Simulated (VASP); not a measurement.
A run of VASP 6.6.1 is set up as follows.

The input POSCAR:

```
NaH
1.0
    2.9323912064      0.0000000000      0.0000000000
    0.0000000000      2.9323912064      0.0000000000
    0.0000000000      0.0000000000      2.9323912064
Na H
1 1
Direct
    0.0000000000      0.0000000000      0.0000000000
    0.5000000000      0.5000000000      0.5000000000
```

File INCAR.step1:

```
SYSTEM = NaH
PREC = Accurate ; ENCUT = 520
ISMEAR = 0 ; SIGMA = 0.01
LREAL = .False. ; LASPH = .True.
NELM = 80 ; NBANDS = 11
GGA = PE ; ALGO = Normal
EDIFF = 1E-4 ; LWAVE = .True.
LCHARG = .False.
```

File INCAR.step2:

```
SYSTEM = NaH
PREC = Accurate ; ENCUT = 520
EDIFF = 1E-6 ; ISMEAR = 0
SIGMA = 0.01 ; LREAL = .False.
LASPH = .True. ; NELM = 80
ALGO = Normal ; ISIF = 2
LWAVE = .False. ; LCHARG = .True.
METAGGA = R2SCAN ; LMIXTAU = .True.
LELF = .True. ; LVHAR = .True.
NBANDS = 11 ; ISTART = 1
```

Contents of KPOINTS:

```
regular mesh
0
Gamma
  6 6 6
  0 0 0
```

Potentials or basis: VASP PAW PBE potentials, release 64 (Na_pv, H).

Launch:

```sh
$ cat potpaw_PBE.64/Na_pv/POTCAR potpaw_PBE.64/H/POTCAR > POTCAR
$ cp INCAR.step1 INCAR
$ mpirun -np 1 vasp_std > vasp.out
$ cp INCAR.step2 INCAR
$ mpirun -np 1 vasp_std > vasp.out
```

Estimate the pressure.

-0.3 GPa.

Estimate the band gap on the k mesh.

1.60 eV, indirect (least direct gap 5.16 eV).

Caveat: the PAW data sets were made with another functional, which shifts forces and pressure a little. r2SCAN opens gaps a little over a GGA but as a rule still falls short of measured ones.
